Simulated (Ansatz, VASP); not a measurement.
**Hg in VASP and in Ansatz**

```
Hg
1.0
     3.23860    0.00000    0.00000
     0.00000    3.23860    0.00000
     0.00000    0.00000   18.00000
Hg
2
Direct
  0.50000 0.50000 0.41629
  0.50000 0.50000 0.58371
```

Alike in both runs: task single point; functional PBE; k mesh 6 × 6 × 1; occupations gaussian, width 0.1 eV; no spin polarisation.

|  | VASP | Ansatz |
| --- | --- | --- |
| version | VASP 6.6.1 | Ansatz 0.2.0 |
| potentials or method | VASP PAW PBE potentials, release 64 (Hg), cutoff 520 eV | scalar-relativistic, plane waves, PAW |
| valence electrons in the cell | 24 | 40 |

```tsv
	VASP	Ansatz	Ansatz less VASP
gap on the k mesh at the Fermi level (eV)	none	none	-
rms of the force components (eV/Å)	0.116	0.101	-0.0148
```

Atom by atom the forces differ by 0.015 eV/Å (rms over components). A gap of «none» marks a metal or a gap that the smearing closes. VASP's potentials hold 24 valence electrons a cell and Ansatz's 40, so a difference there can come from the potentials and not from the codes. Ansatz's warnings: slab cell height set.

Neither program's run includes spin-orbit coupling.
